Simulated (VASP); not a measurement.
Set up this calculation in VASP 6.6.1, as the native input.

| Quantity | Value |
| --- | --- |
| Task | single point |
| Functional | r2SCAN |
| Potentials or basis | VASP PAW PBE potentials, release 64 (Zn, Se) |
| Cutoff | 520 eV |
| k mesh | 6 × 6 × 6 |
| Occupations | gaussian, width 0.01 eV |
| Spin | no spin polarisation |
| Dipole correction | no |
| Further INCAR settings | ALGO = Normal; EDIFF = 1e-07; NBANDS = 16 |

The system is ZnSe.

```
Zn Se
1.0
     0.00000    2.77460    2.77460
     2.77460    0.00000    2.77460
     2.77460    2.77460    0.00000
Zn Se
1 1
Direct
  0.00000 0.00000 0.00000
  0.25000 0.25000 0.25000
```

This cell differs from its parent crystal: volume changed by -6%.

The input as run:

POSCAR

```
ZnSe
1.0
    0.0000000000      2.7745999537      2.7745999537
    2.7745999537      0.0000000000      2.7745999537
    2.7745999537      2.7745999537      0.0000000000
Zn Se
1 1
Direct
    0.0000000000      0.0000000000      0.0000000000
    0.2500000000      0.2500000000      0.2500000000
```

INCAR.step1

```
SYSTEM = ZnSe
PREC = Accurate ; ENCUT = 520
ISMEAR = 0 ; SIGMA = 0.01
LREAL = .False. ; LASPH = .True.
NELM = 100 ; NBANDS = 16
GGA = PE ; ALGO = Normal
EDIFF = 1E-4 ; LWAVE = .True.
LCHARG = .False.
```

INCAR.step2

```
SYSTEM = ZnSe
PREC = Accurate ; ENCUT = 520
EDIFF = 1E-7 ; ISMEAR = 0
SIGMA = 0.01 ; LREAL = .False.
LASPH = .True. ; NELM = 100
ALGO = Normal ; ISIF = 2
LWAVE = .False. ; LCHARG = .True.
METAGGA = R2SCAN ; LMIXTAU = .True.
LELF = .True. ; LVHAR = .True.
NBANDS = 16 ; ISTART = 1
```

KPOINTS

```
Automatic mesh
0
Gamma
  6 6 6
  0 0 0
```

Potentials or basis: VASP PAW PBE potentials, release 64 (Zn, Se).

Command:

```bash
$ cat potpaw_PBE.64/Zn/POTCAR potpaw_PBE.64/Se/POTCAR > POTCAR
$ cp INCAR.step1 INCAR
$ mpirun -np 1 vasp_std > vasp.out
$ cp INCAR.step2 INCAR
$ mpirun -np 1 vasp_std > vasp.out
```

Results of the run:

The pressure is 4.8 GPa and the band gap on the k mesh is 2.15 eV, direct.

Caveat: the PAW data sets were made with another functional, which shifts forces and pressure a little.

Wall time 35 s on 1 thread of Intel(R) Xeon(R) 6975P-C (Granite Rapids) (shared host), peak memory 0.16 GiB.
